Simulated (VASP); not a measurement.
# CuNiSO (P4/nmm) in VASP: single point with r2SCAN

Aim: the single point of CuNiSO with r2SCAN.

All numbers are computed with VASP 6.6.1; they aren't measurements. Logs are shortened: lines on timing, memory, paths and dates and some standing lists are left out, and cuts for length are marked.

## (1) The cell of the first run

Symmetry: P4/nmm, No. 129, tetragonal system. The conventional cell has a = 3.857 Å, b = 3.857 Å, c = 8.725 Å, α = 90.00°, β = 90.00°, γ = 90.00°. Within 3.1 Å of Cu (site symmetry -4m2) lie 4 S at 2.36 Å and 4 Cu at 2.73 Å. Within 3.1 Å of S (site symmetry 4mm) lie 4 Cu at 2.36 Å. Ni (site symmetry -4m2) has 4 O at 2.03 Å within 2.7 Å. Within 2.7 Å of O (site symmetry 4mm) lie 4 Ni at 2.03 Å.

## (2) Single point, r2SCAN

Contents of POSCAR:

```
CuNiSO
1.0
    3.8572410000      0.0000000000      0.0000000000
    0.0000000000      3.8572410000      0.0000000000
    0.0000000000      0.0000000000      8.7249410000
Cu S Ni O
2 2 2 2
Direct
    0.7500000000      0.2500000000      0.5000000000
    0.2500000000      0.7500000000      0.5000000000
    0.2500000000      0.2500000000      0.3442000000
    0.7500000000      0.7500000000      0.6558000000
    0.2500000000      0.7500000000      0.0000000000
    0.7500000000      0.2500000000      0.0000000000
    0.2500000000      0.2500000000      0.9256000000
    0.7500000000      0.7500000000      0.0744000000
```

Contents of INCAR.step1:

```
ALGO     = Normal         # electronic algorithm
EDIFF    = 1E-4           # SCF threshold, eV
ENCUT    = 520            # plane-wave cutoff, eV
GGA      = PE             # functional
ISMEAR   = 1              # smearing method
LASPH    = T              # aspherical terms in the spheres
LCHARG   = F              # write CHGCAR
LREAL    = F              # projectors in reciprocal space
LWAVE    = T              # write WAVECAR
NBANDS   = 43             # bands
NELM     = 100            # most SCF steps
PREC     = Accurate       # precision mode
SIGMA    = 0.0169         # smearing width, eV
```

Contents of INCAR.step2:

```
ALGO     = Normal         # electronic algorithm
EDIFF    = 1E-6           # SCF threshold, eV
ENCUT    = 520            # plane-wave cutoff, eV
ISIF     = 2              # what is computed and relaxed
ISMEAR   = 1              # smearing method
ISTART   = 1            
LASPH    = T              # aspherical terms in the spheres
LCHARG   = F              # write CHGCAR
LMIXTAU  = T            
LREAL    = F              # projectors in reciprocal space
LWAVE    = F              # write WAVECAR
METAGGA  = R2SCAN         # meta-GGA
NBANDS   = 43             # bands
NELM     = 100            # most SCF steps
PREC     = Accurate       # precision mode
SIGMA    = 0.0169         # smearing width, eV
```

Contents of KPOINTS:

```
k-points
0
Gamma
  5 5 2
```

Potentials or basis: VASP PAW PBE potentials, release 64 (Cu, S, Ni, O).

The run is started by

```bash
cat potpaw_PBE.64/Cu/POTCAR potpaw_PBE.64/S/POTCAR potpaw_PBE.64/Ni/POTCAR potpaw_PBE.64/O/POTCAR > POTCAR
cp INCAR.step1 INCAR
mpirun -np 1 vasp_std > vasp.out
cp INCAR.step2 INCAR
mpirun -np 1 vasp_std > vasp.out
```

OUTCAR:

```text
EDIFF = 1E-6
   ENCUT = 520
   ISIF = 2
   ISMEAR = 1
   ISTART = 1
   LASPH = T
   LREAL = F
   METAGGA = R2SCAN
   NELM = 100
   PREC = Accurate

 ion  position               nearest neighbor table
   1  0.750  0.250  0.500-   3 2.36   4 2.36   4 2.36   3 2.36   2 2.73   2 2.73   2 2.73   2 2.73

   2  0.250  0.750  0.500-   3 2.36   4 2.36   3 2.36   4 2.36   1 2.73   1 2.73   1 2.73   1 2.73

   3  0.250  0.250  0.344-   1 2.36   2 2.36   2 2.36   1 2.36
   4  0.750  0.750  0.656-   1 2.36   2 2.36   1 2.36   2 2.36
   5  0.250  0.750  0.000-   7 2.03   8 2.03   7 2.03   8 2.03   6 2.73   6 2.73   6 2.73   6 2.73

   6  0.750  0.250  0.000-   7 2.03   8 2.03   8 2.03   7 2.03   5 2.73   5 2.73   5 2.73   5 2.73

   7  0.250  0.250  0.926-   5 2.03   6 2.03   5 2.03   6 2.03
   8  0.750  0.750  0.074-   5 2.03   6 2.03   6 2.03   5 2.03

  LATTYP: Found a simple tetragonal cell.
 ALAT       =     3.8572410000
 C/A-ratio  =     2.2619641863

  Lattice vectors:

 A1 = (   3.8572410000,   0.0000000000,   0.0000000000)
 A2 = (   0.0000000000,   3.8572410000,   0.0000000000)
 A3 = (   0.0000000000,   0.0000000000,   8.7249410000)

Analysis of symmetry for initial positions (statically):
=====================================================================
 Subroutine PRICEL returns:
 Original cell was already a primitive cell.

 Routine SETGRP: Setting up the symmetry group for a
 simple tetragonal supercell.

 Subroutine GETGRP returns: Found 16 space group operations
 (whereof  4 operations were pure point group operations)
 out of a pool of 16 trial point group operations.

The static configuration has the point symmetry C_2h.
 The point group associated with its full space group is D_4h.

Analysis of symmetry for dynamics (positions and initial velocities):
=====================================================================
 Subroutine PRICEL returns:
 Original cell was already a primitive cell.

 Routine SETGRP: Setting up the symmetry group for a
 simple tetragonal supercell.

 Subroutine GETGRP returns: Found 16 space group operations
 (whereof  4 operations were pure point group operations)
 out of a pool of 16 trial point group operations.

The dynamic configuration has the point symmetry C_2h.
 The point group associated with its full space group is D_4h.

 Subroutine INISYM returns: Found 16 space group operations
 (whereof  4 operations are pure point group operations),
[... 100 lines left out ...]
   NFREE  =      0    steps in history (QN), initial steepest desc. (CG)
   ISIF   =      2    stress and relaxation
   ISYM   =      2    0-nonsym 1-usesym 2-fastsym
   POTIM  = 0.5000    time-step for ionic-motion
   TEBEG  =    0.0;   TEEND  =   0.0 temperature during run
   PSTRESS=    0.0 pullay stress
   NELECT =      66.0000    total number of electrons
   NUPDOWN=      -1.0000    fix difference up-down
   EMIN   =  10.00;   EMAX   =-10.00  energy-range for DOS
   EFERMI =   0.00;   METHOD = LEGACY
   ISMEAR =     1;   SIGMA  =   0.02  broadening in eV -4-tet -1-fermi 0-gaus
   EFERMI_NEDOS =   21; number of points for ismear=-14 and -15
   IALGO  =     38    algorithm
   IMIX   =      4    mixing-type and parameters
     AMIX     =   0.40;   BMIX     =  1.00
     AMIX_MAG =   1.60;   BMIX_MAG =  1.00
  volume/ion in A,a.u.               =      16.23       109.50
  Fermi-wavevector in a.u.,A,eV,Ry     =   1.306624  2.469162 23.228785  1.707268
  Thomas-Fermi vector in A             =   2.437414
   LORBIT       =      0    0 simple, 1 ext, 2 COOP (PROOUT), +10 PAW based schemes
   METAGGA = R2SCAN    functional components
   LHFCALC =     F    Hartree Fock is set to
   AEXX    =    0.0000 exact exchange contribution
   IVDW    =     0    specifies the selected vdW correction
   LEPSILON=     F    determine dielectric tensor
   LRPA    =     F    only Hartree local field effects (RPA)
 non-spin polarized calculation
 Methfessel and Paxton  Order N= 1 SIGMA  =   0.02
  energy-cutoff  :      520.00
  volume of cell :      129.81
 maximum number of plane-waves:      3516
 NGX is ok and might be reduce to    30
   NGX = 15   NGY = 15   NGZ = 33

 number of electron      65.9999977 magnetization

 Free energy of the ion-electron system (eV)
  ---------------------------------------------------
  ext. energy  EPLUGINS =         0.00000000
  ---------------------------------------------------
  free energy    TOTEN  =       -75.17446110 eV

  energy without entropy =      -75.17416697  energy(sigma->0) =      -75.17436305

 E-fermi :   3.1651     XC(G=0): -10.5147

 val. band max:        3.1650189266   @ k =   0.2000   0.0000   0.5000
 cond. band min:       3.1680780698   @ k =   0.0000   0.0000   0.0000
 fundamental gap:      0.0030591432
 Fermi energy:         3.1651384880

 k-point     1 :       0.0000    0.0000    0.0000
  band No.  band energies     occupation
      1     -16.7183      2.00000
      2     -16.0551      2.00000
      3     -10.5346      2.00000
      4      -9.6427      2.00000
      5      -1.8412      2.00000
      6      -1.8412      2.00000
[... 541 lines left out ...]
     42      11.3973      0.00000
     43      11.5097      0.00000

------------------------ aborting loop because EDIFF is reached ----------------------------------------

  FORCE on cell =-STRESS in cart. coord.  units (eV):
  Direction    XX          YY          ZZ          XY          YZ          ZX
  --------------------------------------------------------------------------------------
  -------------------------------------------------------------------------------------
  Total      -11.5951450    -11.5951450     -7.4123010     -0.0000000      0.0000000      0.0000000
  in kB     -143.1102432   -143.1102432    -91.4845131     -0.0000000      0.0000000      0.0000000
  external PRESSURE =    -125.9016665 kB  Pullay stress =       0.0000000 kB

 VOLUME and BASIS-vectors are now :
 -----------------------------------------------------------------------------
  energy-cutoff  :      520.00
  volume of cell :      129.81
      direct lattice vectors                 reciprocal lattice vectors
     3.857241000  0.000000000  0.000000000     0.259252663  0.000000000  0.000000000
     0.000000000  3.857241000  0.000000000     0.000000000  0.259252663  0.000000000
     0.000000000  0.000000000  8.724941000     0.000000000  0.000000000  0.114613956

 POSITION                                       TOTAL-FORCE (eV/Angst)
 -----------------------------------------------------------------------------------
      2.89293      0.96431      4.36247        -0.000000     -0.000000     -0.000000
      0.96431      2.89293      4.36247        -0.000000      0.000000     -0.000000
      0.96431      0.96431      3.00312         0.000000      0.000000      0.882694
      2.89293      2.89293      5.72182         0.000000      0.000000     -0.882694
      0.96431      2.89293      0.00000        -0.000000      0.000000      0.000000
      2.89293      0.96431      0.00000         0.000000      0.000000      0.000000
      0.96431      0.96431      8.07581         0.000000      0.000000      2.334243
      2.89293      2.89293      0.64914         0.000000      0.000000     -2.334243
 -----------------------------------------------------------------------------------
    total drift:                                0.000000      0.000000     -0.000000

  FREE ENERGIE OF THE ION-ELECTRON SYSTEM (eV)
  ---------------------------------------------------
  free  energy   TOTEN  =       -75.1744610953 eV

  energy  without entropy=      -75.1741669676  energy(sigma->0) =      -75.17436305
```

OUTCAR.step1:

```text
EDIFF = 1E-4
   ENCUT = 520
   GGA = PE
   ISMEAR = 1
[... 789 lines left out ...]
      0.96431      2.89293      0.00000         0.000000     -0.000000     -0.000000
      2.89293      0.96431      0.00000        -0.000000      0.000000     -0.000000
      0.96431      0.96431      8.07581        -0.000000     -0.000000      1.705984
      2.89293      2.89293      0.64914        -0.000000      0.000000     -1.705984
 -----------------------------------------------------------------------------------
    total drift:                                0.000000      0.000000     -0.000000

  FREE ENERGIE OF THE ION-ELECTRON SYSTEM (eV)
  ---------------------------------------------------
  free  energy   TOTEN  =       -37.7532919722 eV

  energy  without entropy=      -37.7540722850  energy(sigma->0) =      -37.75355208
```

OSZICAR.step1:

```text
N       E                     dE             d eps       ncg     rms          rms(c)
DAV:   1     0.625305107470E+03    0.62531E+03   -0.29304E+04  1032   0.189E+03
DAV:   2     0.596598310344E+02   -0.56565E+03   -0.53691E+03  1038   0.417E+02
DAV:   3    -0.388132733253E+02   -0.98473E+02   -0.91941E+02  1337   0.186E+02
DAV:   4    -0.468531859868E+02   -0.80399E+01   -0.78846E+01  1512   0.558E+01
DAV:   5    -0.470584457156E+02   -0.20526E+00   -0.20450E+00  1464   0.982E+00    0.262E+01
DAV:   6    -0.587830154713E+02   -0.11725E+02   -0.14700E+02  1456   0.155E+02    0.515E+01
DAV:   7    -0.421070389064E+02    0.16676E+02   -0.33611E+01  1559   0.738E+01    0.202E+01
DAV:   8    -0.403334372429E+02    0.17736E+01   -0.22058E+01  1944   0.793E+01    0.264E+01
DAV:   9    -0.406281033182E+02   -0.29467E+00   -0.17858E+01  1672   0.704E+01    0.173E+01
DAV:  10    -0.387010745522E+02    0.19270E+01   -0.17157E+00  1629   0.204E+01    0.110E+01
DAV:  11    -0.378331824286E+02    0.86789E+00   -0.17365E+00  1794   0.202E+01    0.387E+00
DAV:  12    -0.377802858053E+02    0.52897E-01   -0.22025E-01  1357   0.362E+00    0.200E+00
DAV:  13    -0.377797863094E+02    0.49950E-03   -0.23647E-02  1522   0.115E+00    0.200E+00
DAV:  14    -0.377546516349E+02    0.25135E-01   -0.19734E-02  1888   0.390E+00    0.474E-01
DAV:  15    -0.377539789152E+02    0.67272E-03   -0.81246E-03  1608   0.858E-01    0.268E-01
DAV:  16    -0.377537710279E+02    0.20789E-03   -0.99853E-04  1408   0.290E-01    0.273E-01
DAV:  17    -0.377533542806E+02    0.41675E-03   -0.22165E-04   885   0.329E-01    0.127E-01
DAV:  18    -0.377532919722E+02    0.62308E-04   -0.99807E-04  1552   0.246E-01
   1 F= -.37753292E+02 E0= -.37753552E+02  d E =0.780313E-03
```

Wall time 6.6 min (1 thread of Intel Xeon Platinum 8375C at 2.90GHz (Ice Lake), shared host); peak memory 0.29 GiB.

Results:

- Free energy: -75.1745 eV
- Pressure: -12.6 GPa
- Largest force: 2.334 eV/Å
- Band gap on the k mesh: zero (band 33 reaches 3.51 eV, above the bottom of band 34 at 2.55 eV)

Forces on the atoms (eV/Å):
```
Cu   0.000  0.000  0.000
Cu   0.000  0.000  0.000
S    0.000  0.000  0.883
S    0.000  0.000 -0.883
Ni   0.000  0.000  0.000
Ni   0.000  0.000  0.000
O    0.000  0.000  2.334
O    0.000  0.000 -2.334
```

Levels at points of the mesh, in eV from the Fermi level:
```csv
k point,band 30,band 31,band 32,band 33,band 34,band 35,band 36,band 37
"(0.00, 0.00, 0.00)",-0.20,0.00,0.00,0.04,0.49,0.68,0.68,2.65
"(0.00, 0.00, 0.50)",-0.68,0.01,0.01,0.35,0.36,0.69,0.69,3.70
```

Caveat: the k points lie up to 0.36 Å⁻¹ apart; the PAW data sets were made with another functional, which shifts forces and pressure a little; the run has no spin polarisation, though such a crystal can be magnetic; semilocal functionals often make such compounds metallic where correlation or magnetic order opens a gap, which also shifts bond lengths. Spin polarisation is off, so any magnetic state and its effect on volume and gap are missing.
